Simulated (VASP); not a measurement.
**AlSn: single point with PBEsol**

The system is AlSn.

```
Sn Al
1.0
     4.19811    0.00000    0.00000
    -2.09905    3.63567    0.00000
     0.00000    0.00000    3.30685
Sn Al
1 1
Cartesian
  0.0000 2.4238 1.6534
  0.0000 0.0000 0.0000
```

| Property | Result |
| --- | --- |
| Program | VASP 6.6.1 |
| Task | single point |
| Functional | PBEsol |
| Potentials or basis | VASP PAW PBE potentials, release 64 (Sn_d, Al) |
| Cutoff | 500 eV |
| k mesh | 6 × 6 × 7 |
| Occupations | fermi-dirac, width 0.05 eV |
| Spin | no spin polarisation |

```yaml
Pressure: -2.3 GPa
Band_gap_on_the_k_mesh: zero (an odd number of electrons rules out a gap without spin polarisation)
```

Stress tensor (GPa, compression positive):
```
-0.76  0.00  0.00
 0.00 -0.76  0.00
 0.00  0.00 -5.42
```

Levels at points of the mesh, in eV from the Fermi level:
| k point | band 5 | band 6 | band 7 | band 8 | band 9 | band 10 | band 11 | band 12 |
| --- | --- | --- | --- | --- | --- | --- | --- | --- |
| (0.00, 0.00, 0.00) | -21.17 | -10.50 | -0.25 | -0.25 | 0.65 | 2.56 | 3.10 | 3.10 |
| (0.50, 0.00, 0.00) | -21.16 | -8.68 | -6.36 | -1.86 | 0.53 | 4.37 | 6.46 | 7.11 |

Run time: 14 s on 1 thread of Intel(R) Xeon(R) Platinum 8259CL CPU @ 2.50GHz (Skylake/Cascade Lake) (shared host), peak memory 0.17 GiB.

Caveat: the PAW data sets were made with another functional, which shifts forces and pressure a little; spin-orbit coupling is left out, which moves the levels of the heavy elements.
